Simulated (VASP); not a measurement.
Rb, 1 atom in the cell. The structure is cubic, space group Im-3m (No. 229). Conventional cell: a = 5.722 Å, b = 5.722 Å, c = 5.722 Å, α = 90.00°, β = 90.00°, γ = 90.00°. 

| Item | Value |
| --- | --- |
| Program | VASP 6.6.1 |
| Task | single point |
| Functional | PBEsol |
| Potentials or basis | VASP PAW PBE potentials, release 64 (Rb_sv) |
| Cutoff | 520 eV |
| k mesh | 8 × 8 × 8 |
| Occupations | fermi-dirac, width 0.05 eV |
| Spin | no spin polarisation |
| Dipole correction | no |
| Further INCAR settings | ALGO = Normal; EDIFF = 1e-06; NBANDS = 10 |

Potentials or basis: VASP PAW PBE potentials, release 64 (Rb_sv).

The run is started by

```bash
$ cat potpaw_PBE.64/Rb_sv/POTCAR > POTCAR
$ mpirun -np 1 vasp_std > vasp.out
```

Hardware: 1 thread of Intel(R) Xeon(R) 6975P-C (Granite Rapids), with other jobs on the host.

Task: Estimate the wall time of this run.

Result: Wall time 14 s on 1 thread of Intel(R) Xeon(R) 6975P-C (Granite Rapids), with other jobs on the host, peak memory 0.23 GiB. Counts: scf iterations 10, k points 29.
